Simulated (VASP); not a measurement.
# B4N3 (P-6m2) in VASP: single point with PBE

Aim: the single point of B4N3 with PBE.

Everything below comes from runs of VASP 6.6.1. Logs are shortened: lines on timing, memory, paths and dates and some standing lists are left out, and cuts for length are marked.

## 1. The cell of the first run

It takes space group P-6m2 (No. 187, hexagonal). Conventional cell: a = 4.875 Å, b = 4.875 Å, c = 3.189 Å, α = 90.00°, β = 90.00°, γ = 120.00°. Within 1.9 Å of B (site symmetry mm2) lie 2 N at 1.44 Å. B (site symmetry -6m2) has 3 N at 1.40 Å within 1.9 Å. N (site symmetry mm2) has 3 B at 1.40 to 1.44 Å within 1.9 Å.

## 2. Single point, PBE

INCAR reads:

```
SYSTEM = B4N3
ALGO = Normal ; EDIFF = 1E-6
ENCUT = 600 ; GGA = PE
GGA_COMPAT = .False. ; ISIF = 2
ISMEAR = 0 ; LASPH = .True.
LCHARG = .False. ; LREAL = .False.
LWAVE = .False. ; NBANDS = 22
NELM = 120 ; PREC = Accurate
SIGMA = 0.1
```

KPOINTS reads:

```
k-points
0
Gamma
  6 6 6
  0 0 0
```

POSCAR reads:

```
B4N3
1.0
    4.8750896201      0.0000000000      0.0000000000
   -2.4375448101      4.2219514567      0.0000000000
    0.0000000000      0.0000000000      3.1885442973
B N
4 3
Direct
    0.5080290079      0.0160580157      0.0000000000
    0.9839419843      0.4919709921      0.0000000000
    0.5080290079      0.4919709921      0.0000000000
    0.0000000000      0.0000000000      0.0000000000
    0.1662083764      0.8337916236      0.0000000000
    0.6675832472      0.8337916236      0.0000000000
    0.1662083764      0.3324167528      0.0000000000
```

Potentials or basis: VASP PAW PBE potentials, release 64 (B, N).

Run with:

```
$ cat potpaw_PBE.64/B/POTCAR potpaw_PBE.64/N/POTCAR > POTCAR
$ mpirun -np 1 vasp_std > vasp.out
```

OUTCAR:

```text
SYSTEM = B4N3
   EDIFF = 1E-6
   ENCUT = 600
   GGA = PE
   ISIF = 2
   ISMEAR = 0
   LASPH = .True.
   LREAL = .False.
   NELM = 120
   PREC = Accurate

 ion  position               nearest neighbor table
   1  0.508  0.016  0.000-   6 1.44   5 1.44
   2  0.984  0.492  0.000-   7 1.44   5 1.44
   3  0.508  0.492  0.000-   6 1.44   7 1.44
   4  0.000  0.000  0.000-   7 1.40   6 1.40   5 1.40
   5  0.166  0.834  0.000-   4 1.40   2 1.44   1 1.44
   6  0.668  0.834  0.000-   4 1.40   1 1.44   3 1.44
   7  0.166  0.332  0.000-   4 1.40   2 1.44   3 1.44

  LATTYP: Found a hexagonal cell.
 ALAT       =     4.8750896201
 C/A-ratio  =     0.6540483449

  Lattice vectors:

 A1 = (   4.8750896201,   0.0000000000,   0.0000000000)
 A2 = (  -2.4375448101,   4.2219514567,   0.0000000000)
 A3 = (   0.0000000000,   0.0000000000,   3.1885442973)

Analysis of symmetry for initial positions (statically):
=====================================================================
 Subroutine PRICEL returns:
 Original cell was already a primitive cell.

 Routine SETGRP: Setting up the symmetry group for a
 hexagonal supercell.

 Subroutine GETGRP returns: Found 12 space group operations
 (whereof 12 operations were pure point group operations)
 out of a pool of 24 trial point group operations.

The static configuration has the point symmetry D_3h.

Analysis of symmetry for dynamics (positions and initial velocities):
=====================================================================
 Subroutine PRICEL returns:
 Original cell was already a primitive cell.

 Routine SETGRP: Setting up the symmetry group for a
 hexagonal supercell.

 Subroutine GETGRP returns: Found 12 space group operations
 (whereof 12 operations were pure point group operations)
 out of a pool of 24 trial point group operations.

The dynamic configuration has the point symmetry D_3h.

 Subroutine INISYM returns: Found 12 space group operations
 (whereof 12 operations are pure point group operations),
 and found     1 'primitive' translations

----------------------------------------------------------------------------------------

                                     Primitive cell

  volume of cell :      65.6279

  direct lattice vectors                    reciprocal lattice vectors
     4.875089620  0.000000000  0.000000000     0.205124434  0.118428647  0.000000000
    -2.437544810  4.221951457  0.000000000     0.000000000  0.236857295  0.000000000
     0.000000000  0.000000000  3.188544297     0.000000000  0.000000000  0.313622740

  length of vectors
     4.875089620  4.875089620  3.188544297     0.236857295  0.236857295  0.313622740

  position of ions in fractional coordinates (direct lattice)
     0.508029008  0.016058016  0.000000000
     0.983941984  0.491970992  0.000000000
     0.508029008  0.491970992  0.000000000
     0.000000000  0.000000000  0.000000000
     0.166208376  0.833791624  0.000000000
     0.667583247  0.833791624  0.000000000
     0.166208376  0.332416753  0.000000000

  ion indices of the primitive-cell ions
   primitive index   ion index
                 1           1
                 2           2
                 3           3
                 4           4
                 5           5
                 6           6
                 7           7

----------------------------------------------------------------------------------------

 KPOINTS: k-points

Automatic generation of k-mesh.
 Grid dimensions read from file:
 generate k-points for:    6    6    6

 Generating k-lattice:

  Cartesian coordinates                     Fractional coordinates (reciprocal lattice)
     0.034187406  0.019738108  0.000000000     0.166666667  0.000000000  0.000000000
     0.000000000  0.039476216  0.000000000     0.000000000  0.166666667  0.000000000
     0.000000000  0.000000000  0.052270457     0.000000000  0.000000000  0.166666667

  Length of vectors
     0.039476216  0.039476216  0.052270457

  Shift w.r.t. Gamma in fractional coordinates (k-lattice)
     0.000000000  0.000000000  0.000000000

 Subroutine IBZKPT returns following result:
 ===========================================

 Found     28 irreducible k-points:

 Following reciprocal coordinates:
            Coordinates               Weight
  0.000000  0.000000  0.000000      1.000000
  0.166667 -0.000000  0.000000      6.000000
  0.333333 -0.000000  0.000000      6.000000
  0.500000 -0.000000  0.000000      3.000000
  0.166667  0.166667  0.000000      6.000000
  0.333333  0.166667  0.000000     12.000000
[... 16 lines left out ...]
  0.166667 -0.000000  0.500000      6.000000
  0.333333 -0.000000  0.500000      6.000000
 [... further k-points ...]
   k-points           NKPTS =     28   k-points in BZ     NKDIM =     28   number of bands    NBANDS=     22
   number of dos      NEDOS =    301   number of ions     NIONS =      7
   total plane-waves  NPLWV =  44800
   dimension x,y,z NGX =    40 NGY =   40 NGZ =   28
   dimension x,y,z NGXF=    80 NGYF=   80 NGZF=   56
   ions per type =               4   3
   NGX,Y,Z   is equivalent  to a cutoff of  13.64, 13.64, 14.60 a.u.
   NGXF,Y,Z  is equivalent  to a cutoff of  27.28, 27.28, 29.20 a.u.
 SYSTEM =  B4N3
   PREC   = accura    normal or accurate (medium, high low for compatibility)
   ISTART =      0    job   : 0-new  1-cont  2-samecut
   ICHARG =      2    charge: 1-file 2-atom 10-const
   ISPIN  =      1    spin polarized calculation?
   LNONCOLLINEAR =      F non collinear calculations
   LSORBIT =      F    spin-orbit coupling
   LASPH  =      T    aspherical Exc in radial PAW
   ENCUT  =  600.0 eV  44.10 Ry    6.64 a.u.   9.74  9.74  6.37*2*pi/ulx,y,z
   NELM   =    120;   NELMIN=  2; NELMDL= -5     # of ELM steps
   EDIFF  = 0.1E-05   stopping-criterion for ELM
   LREAL  =      F    real-space projection
   EDIFFG = 0.1E-04   stopping-criterion for IOM
   NSW    =      0    number of steps for IOM
   IBRION =     -1    ionic relax: 0-MD 1-quasi-New 2-CG
   NFREE  =      0    steps in history (QN), initial steepest desc. (CG)
   ISIF   =      2    stress and relaxation
   ISYM   =      2    0-nonsym 1-usesym 2-fastsym
   POTIM  = 0.5000    time-step for ionic-motion
   TEBEG  =    0.0;   TEEND  =   0.0 temperature during run
   PSTRESS=    0.0 pullay stress
   NELECT =      27.0000    total number of electrons
   NUPDOWN=      -1.0000    fix difference up-down
   EMIN   =  10.00;   EMAX   =-10.00  energy-range for DOS
   EFERMI =   0.00;   METHOD = LEGACY
   ISMEAR =     0;   SIGMA  =   0.10  broadening in eV -4-tet -1-fermi 0-gaus
   EFERMI_NEDOS =   21; number of points for ismear=-14 and -15
   IALGO  =     38    algorithm
   IMIX   =      4    mixing-type and parameters
     AMIX     =   0.40;   BMIX     =  1.00
     AMIX_MAG =   1.60;   BMIX_MAG =  1.00
  volume/ion in A,a.u.               =       9.38        63.27
  Fermi-wavevector in a.u.,A,eV,Ry     =   1.217587  2.300906 20.170882  1.482518
  Thomas-Fermi vector in A             =   2.352902
   LORBIT       =      0    0 simple, 1 ext, 2 COOP (PROOUT), +10 PAW based schemes
   GGA     = PE    functional components
   LHFCALC =     F    Hartree Fock is set to
   AEXX    =    0.0000 exact exchange contribution
   IVDW    =     0    specifies the selected vdW correction
   LEPSILON=     F    determine dielectric tensor
   LRPA    =     F    only Hartree local field effects (RPA)
 non-spin polarized calculation
 Gauss-broadening in eV      SIGMA  =   0.10
  energy-cutoff  :      600.00
  volume of cell :       65.63
 maximum number of plane-waves:      2221
 NGX is ok and might be reduce to    40
   NGX = 19   NGY = 19   NGZ = 13

 number of electron      26.9999999 magnetization

 Free energy of the ion-electron system (eV)
  ---------------------------------------------------
  ext. energy  EPLUGINS =         0.00000000
  ---------------------------------------------------
  free energy    TOTEN  =       -54.79831495 eV

  energy without entropy =      -54.79662483  energy(sigma->0) =      -54.79746989

 E-fermi :   4.9747     XC(G=0): -10.1930

 val. band max:        4.9508652500   @ k =   0.3333   0.3333   0.3333
 cond. band min:       5.0819864496   @ k =   0.5000  -0.0000   0.1667
 fundamental gap:      0.1311211995
 Fermi energy:         4.9746948056

 k-point     1 :       0.0000    0.0000    0.0000
  band No.  band energies     occupation
      1     -15.6476      2.00000
      2     -12.7870      2.00000
      3     -12.7870      2.00000
      4      -7.1322      2.00000
      5      -6.2982      2.00000
      6      -6.2982      2.00000
[... 14 lines left out ...]
     21      11.9329      0.00000
     22      12.4076      0.00000

 k-point     2 :       0.1667   -0.0000    0.0000
  band No.  band energies     occupation
      1     -15.5297      2.00000
      2     -13.0750      2.00000
      3     -12.8140      2.00000
      4      -6.8774      2.00000
      5      -6.2540      2.00000
      6      -6.0448      2.00000
[... 14 lines left out ...]
     21      12.6051      0.00000
     22      12.6329      0.00000

 k-point     3 :       0.3333   -0.0000    0.0000
  band No.  band energies     occupation
      1     -15.2034      2.00000
      2     -13.6952      2.00000
      3     -12.8662      2.00000
      4      -6.9272      2.00000
      5      -5.3458      2.00000
      6      -5.3434      2.00000
[... 14 lines left out ...]
     21      12.9888      0.00000
     22      13.4787      0.00000

 k-point     4 :       0.5000   -0.0000    0.0000
  band No.  band energies     occupation
      1     -14.9045      2.00000
      2     -14.1238      2.00000
      3     -12.8914      2.00000
      4      -7.0189      2.00000
      5      -4.5365      2.00000
      6      -4.2406      2.00000
[... 14 lines left out ...]
     21      13.0852      0.00000
     22      13.4300      0.00000

 k-point     5 :       0.1667    0.1667    0.0000
  band No.  band energies     occupation
      1     -15.3042      2.00000
      2     -13.5105      2.00000
      3     -12.8735      2.00000
      4      -6.6307      2.00000
      5      -6.2331      2.00000
      6      -5.2432      2.00000
[... 14 lines left out ...]
     21      12.7702      0.00000
     22      12.8881      0.00000

 k-point     6 :       0.3333    0.1667    0.0000
  band No.  band energies     occupation
      1     -14.9208      2.00000
      2     -14.0748      2.00000
      3     -12.9405      2.00000
      4      -6.6595      2.00000
      5      -5.5328      2.00000
      6      -4.2127      2.00000
[... 14 lines left out ...]
     21      12.6937      0.00000
     22      12.9363      0.00000

 k-point     7 :       0.3333    0.3333    0.0000
  band No.  band energies     occupation
      1     -14.5586      2.00000
      2     -14.4667      2.00000
      3     -13.0027      2.00000
      4      -6.0907      2.00000
      5      -5.7100      2.00000
      6      -4.9934      2.00000
[... 324 lines left out ...]
      6      -4.0364      2.00000
[... 14 lines left out ...]
     21      14.3934      0.00000
     22      15.2274      0.00000

 k-point    21 :       0.3333    0.3333    0.3333
  band No.  band energies     occupation
      1     -14.3249      2.00000
      2     -14.2375      2.00000
      3     -12.8097      2.00000
      4      -5.7175      2.00000
      5      -5.5582      2.00000
      6      -4.7576      2.00000
[... 14 lines left out ...]
     21      15.3842      0.00000
     22      15.4337      0.00000

 k-point    22 :       0.0000    0.0000    0.5000
  band No.  band energies     occupation
      1     -15.2753      2.00000
      2     -12.5687      2.00000
      3     -12.5687      2.00000
      4      -6.8014      2.00000
      5      -5.9449      2.00000
      6      -5.9449      2.00000
[... 14 lines left out ...]
     21      13.3536      0.00000
     22      15.1758      0.00000

 k-point    23 :       0.1667   -0.0000    0.5000
  band No.  band energies     occupation
      1     -15.1635      2.00000
      2     -12.8359      2.00000
      3     -12.5910      2.00000
      4      -6.5524      2.00000
      5      -5.8671      2.00000
      6      -5.7088      2.00000
[... 14 lines left out ...]
     21      14.0418      0.00000
     22      15.1889      0.00000

 k-point    24 :       0.3333   -0.0000    0.5000
  band No.  band energies     occupation
      1     -14.8547      2.00000
      2     -13.4158      2.00000
      3     -12.6344      2.00000
      4      -6.5156      2.00000
      5      -5.0582      2.00000
      6      -5.0088      2.00000
[... 14 lines left out ...]
     21      14.8870      0.00000
     22      15.2220      0.00000

 [... further k-points ...]

------------------------ aborting loop because EDIFF is reached ----------------------------------------

  FORCE on cell =-STRESS in cart. coord.  units (eV):
  Direction    XX          YY          ZZ          XY          YZ          ZX
  --------------------------------------------------------------------------------------
  -------------------------------------------------------------------------------------
  Total       -1.0232246     -1.0232246      0.3743752      0.0000000      0.0000000      0.0000000
  in kB      -24.9800485    -24.9800485      9.1396450      0.0000000      0.0000000      0.0000000
  external PRESSURE =     -13.6068173 kB  Pullay stress =       0.0000000 kB

 VOLUME and BASIS-vectors are now :
 -----------------------------------------------------------------------------
  energy-cutoff  :      600.00
  volume of cell :       65.63
      direct lattice vectors                 reciprocal lattice vectors
     4.875089620  0.000000000  0.000000000     0.205124434  0.118428647  0.000000000
    -2.437544810  4.221951457  0.000000000     0.000000000  0.236857295  0.000000000
     0.000000000  0.000000000  3.188544297     0.000000000  0.000000000  0.313622740

 POSITION                                       TOTAL-FORCE (eV/Angst)
 -----------------------------------------------------------------------------------
      2.43754      0.06780      0.00000        -0.000000      0.141289     -0.000000
      3.59760      2.07708      0.00000        -0.122360     -0.070644     -0.000000
      1.27749      2.07708      0.00000         0.122360     -0.070644     -0.000000
      0.00000      0.00000      0.00000        -0.000000      0.000000     -0.000000
     -1.22212      3.52023      0.00000        -0.070940      0.040957      0.000000
      1.22212      3.52023      0.00000         0.070940      0.040957      0.000000
     -0.00000      1.40345      0.00000         0.000000     -0.081914     -0.000000
 -----------------------------------------------------------------------------------
    total drift:                                0.000001     -0.000000     -0.000000

  FREE ENERGIE OF THE ION-ELECTRON SYSTEM (eV)
  ---------------------------------------------------
  free  energy   TOTEN  =       -54.7983149489 eV

  energy  without entropy=      -54.7966248299  energy(sigma->0) =      -54.79746989
```

Run time: 23 s. Hardware: 1 thread of Intel Xeon 6975P-C (Granite Rapids), shared host; peak memory 0.2 GiB.

What came out:

- Free energy: -54.7983 eV
- Pressure: -1.4 GPa
- Largest force: 0.141 eV/Å
- Band gap on the k mesh: zero (an odd number of electrons rules out a gap without spin polarisation)

Forces on the atoms (eV/Å):
```
B    0.000  0.141  0.000
B   -0.122 -0.071  0.000
B    0.122 -0.071  0.000
B    0.000  0.000  0.000
N   -0.071  0.041  0.000
N    0.071  0.041  0.000
N    0.000 -0.082  0.000
```

Stress tensor (GPa, compression positive):
```
-2.50  0.00  0.00
 0.00 -2.50  0.00
 0.00  0.00  0.91
```

Levels at points of the mesh, in eV from the Fermi level:
| k point | band 10 | band 11 | band 12 | band 13 | band 14 | band 15 | band 16 | band 17 |
| --- | --- | --- | --- | --- | --- | --- | --- | --- |
| (0.00, 0.00, 0.00) | -5.44 | -5.44 | -3.00 | -3.00 | 2.73 | 3.01 | 3.01 | 3.55 |
| (0.50, 0.00, 0.00) | -5.53 | -4.91 | -4.63 | -3.15 | -0.18 | 1.90 | 2.05 | 4.56 |
| (0.00, 0.00, 0.50) | -5.35 | -5.35 | -4.53 | -4.53 | -0.51 | 0.75 | 0.75 | 3.18 |
| (0.50, 0.00, 0.50) | -6.89 | -5.65 | -4.85 | -4.25 | -1.60 | 0.97 | 2.06 | 2.89 |

Caveat: this functional lacks dispersion, which binds layers or chains, so the pressure and a relaxed spacing across them are unreliable.

The gap in the log of VASP goes by the Fermi energy; the results here count the filled bands.